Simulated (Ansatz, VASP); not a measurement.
## One calculation of AgCl, two programs

The input INCAR:

```
SYSTEM = AgCl
PREC = Accurate
ENCUT = 520
EDIFF = 1E-6
ISMEAR = -1
SIGMA = 0.05
LREAL = .FALSE.
LASPH = .TRUE.
NELM = 150
ALGO = Normal
ISIF = 2
LWAVE = .FALSE.
LCHARG = .FALSE.
LMAXMIX = 4
LDAU = .TRUE.
LDAUTYPE = 2
LDAUL = 2 -1
LDAUU = 6 0
LDAUJ = 0 0
LDAUPRINT = 1
GGA = PS
NBANDS = 16
```

Contents of KPOINTS:

```
regular mesh
0
G
  8 8 8
  0 0 0
```

File POSCAR:

```
AgCl
1.0
    0.0000000000      2.7350000000      2.7350000000
    2.7350000000      0.0000000000      2.7350000000
    2.7350000000      2.7350000000      0.0000000000
Ag Cl
1 1
Direct
    0.0000000000      0.0000000000      0.0000000000
    0.5000000000      0.5000000000      0.5000000000
```

input.yaml

```yaml
crystal:
  lattice:
    - [0.0, 2.735, 2.735]
    - [2.735, 0.0, 2.735]
    - [2.735, 2.735, 0.0]
  atoms:
    - { symbol: Ag, position: [0.0, 0.0, 0.0] }
    - { symbol: Cl, position: [0.5, 0.5, 0.5] }
hamiltonian:
  xc: pbesol
  pseudopotentials: { kind: paw }
  hubbard: { sites: [{ species: Ag, l: d, u_eff: 6.0 }] }
kpoints:
  mp_grid: { grid: [8, 8, 8] }
scf:
  occupations: { method: fermi_dirac, width: 0.05 }
  n_extra_bands: 6
output:
  forces: true
  stress: true
  eigenvalues: true
  dos: { projected: true, de: 0.05, nscf_kmesh: { grid: [12, 12, 12] } }
  write_density: true
  write_potential: true
  elf: true
  volumetric_format: npy
```

Alike in both runs: functional PBEsol; k mesh 8 × 8 × 8; occupations fermi-dirac, width 0.05 eV; no spin polarisation; Hubbard terms Ag d U = 6.0 eV.

```csv
,VASP,Ansatz
version,VASP 6.6.1,Ansatz 0.2.0
potentials or method,"VASP PAW PBE potentials, release 64 (Ag, Cl)",Ansatz PAW
plane-wave cutoff (eV),520,420
valence electrons in the cell,18,26
task,single point,projected density of states
```

|  | VASP | Ansatz | Ansatz less VASP |
| --- | --- | --- | --- |
| gap on the k mesh at the Fermi level (eV) | 1.89 | 1.74 | -0.155 |
| least direct gap on the mesh (eV) | 3.41 | 3.26 | -0.147 |
| pressure (GPa) | -1.5 | 0.6 | +2.11 |

VASP's potentials were made for PBE, not for PBEsol. The programs project onto different local orbitals, so the same U acts differently, and such runs can settle in different states. VASP's potentials hold 18 valence electrons a cell and Ansatz's 26, so a difference there can come from the potentials and not from the codes.
